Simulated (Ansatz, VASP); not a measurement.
Two plane-wave programs on Sn

INCAR

```
PREC = Accurate
ENCUT = 520
EDIFF = 1E-6
ISMEAR = 0
SIGMA = 0.15
LREAL = F
LASPH = T
NELM = 60
ALGO = Fast
ISIF = 2
LWAVE = F
LCHARG = T
GGA = PE
LELF = T
LVHAR = T
NBANDS = 21
```

File KPOINTS:

```
regular mesh
0
Gamma
  12 12 12
```

POSCAR

```
Sn
1.0
    0.0000000000      3.1644600000      3.2456000000
    3.3267400000      0.0000000000      3.2456000000
    3.3267400000      3.1644600000      0.0000000000
Sn
2
Direct
    0.5000000000      0.5000000000      0.5000000000
    0.7500000000      0.7500000000      0.7500000000
```

Input for Ansatz:

```yaml
crystal:
  lattice:
    - [0.0, 3.16446, 3.2456]
    - [3.32674, 0.0, 3.2456]
    - [3.32674, 3.16446, 0.0]
  atoms:
    - { symbol: Sn, position: [0.5, 0.5, 0.5] }
    - { symbol: Sn, position: [0.75, 0.75, 0.75] }
basis:
  ecutwfc: 420
kpoints:
  mp_grid: { grid: [12, 12, 12] }
hamiltonian:
  xc: pbe
scf:
  occupations: { method: gaussian, width: 0.15 }
output:
  forces: true
  stress: true
  eigenvalues: true
```

Change from the starting cell: strain +0.0250 x Voigt [1, -1, 0, 0, 0, 0], atoms carried along.

Alike in both runs: task single point; functional PBE; k mesh 12 × 12 × 12; occupations gaussian, width 0.15 eV; no spin polarisation.

|  | VASP | Ansatz |
| --- | --- | --- |
| version | VASP 6.6.1 | Ansatz 0.2.0 |
| potentials or method | VASP PAW PBE potentials, release 64 (Sn_d), cutoff 520 eV | scalar-relativistic, plane waves, PAW |
| valence electrons in the cell | 28 | 28 |

|  | VASP | Ansatz | Ansatz less VASP |
| --- | --- | --- | --- |
| gap on the k mesh at the Fermi level (eV) | none | none | - |
| pressure (GPa) | 3.2 | 3.2 | +0.07 |
| traceless stress, the component that is largest in VASP (GPa) | -0.75 | -0.75 | -0.002 |

A gap of «none» marks a metal or a gap that the smearing closes.
